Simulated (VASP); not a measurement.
Set up this calculation in VASP 6.6.1, as the native input.

```yaml
Task: relaxation of cell and atoms
Functional: revPBE
Potentials_or_basis: VASP PAW PBE potentials, release 64 (Ge_d)
Cutoff: 600 eV
k_mesh: 13 × 13 × 13
Occupations: fermi-dirac, width 0.1 eV
Spin: no spin polarisation
Dipole_correction: no
Further_INCAR_settings: ALGO = Normal; EDIFF = 1e-06; IBRION = 2; EDIFFG = -0.01; NSW = 80; ISIF = 3
```

The structure of Ge lies in POSCAR:

```
Ge
1.0
    0.0000000000      2.1267354152      2.1267354152
    2.1267354152      0.0000000000      2.1267354152
    2.1267354152      2.1267354152      0.0000000000
Ge
1
Direct
    0.0000000000      0.0000000000      0.0000000000
```

These files were run (other wordings do the same):

INCAR

```
PREC = Accurate
ENCUT = 600
EDIFF = 1E-6
ISMEAR = -1
SIGMA = 0.1
LREAL = F
LASPH = T
NELM = 100
ALGO = Normal
ISIF = 3
LWAVE = F
LCHARG = F
GGA = RE
IBRION = 2
NSW = 80
EDIFFG = -0.01
```

KPOINTS

```
regular mesh
0
Gamma
  13 13 13
```

Potentials or basis: VASP PAW PBE potentials, release 64 (Ge_d).

Launch:

```bash
$ cat potpaw_PBE.64/Ge_d/POTCAR > POTCAR
$ mpirun -np 1 vasp_std > vasp.out
```

It gave:

| Property | Result |
| --- | --- |
| Relaxed volume | 19.93 Å³/atom |
| Relaxed cell | a = 3.043 Å, b = 3.043 Å, c = 3.043 Å, α = 60.00°, β = 60.00°, γ = 60.00° |
| Space group after relaxing (to 0.05 Å) | Fm-3m (No. 225) |
| Energy gained by relaxing | 4.7 meV/atom |
| Ionic steps | 5 |
| Pressure after relaxing | 0.0 GPa |
| Band gap on the k mesh | zero (band 7 reaches 14.82 eV, above the bottom of band 8 at 4.10 eV) |

Caveat: the PAW data sets were made with another functional, which shifts forces and pressure a little.

Run time: 56 s on 1 thread of Intel Xeon 8259CL, on a shared host, peak memory 0.15 GiB.
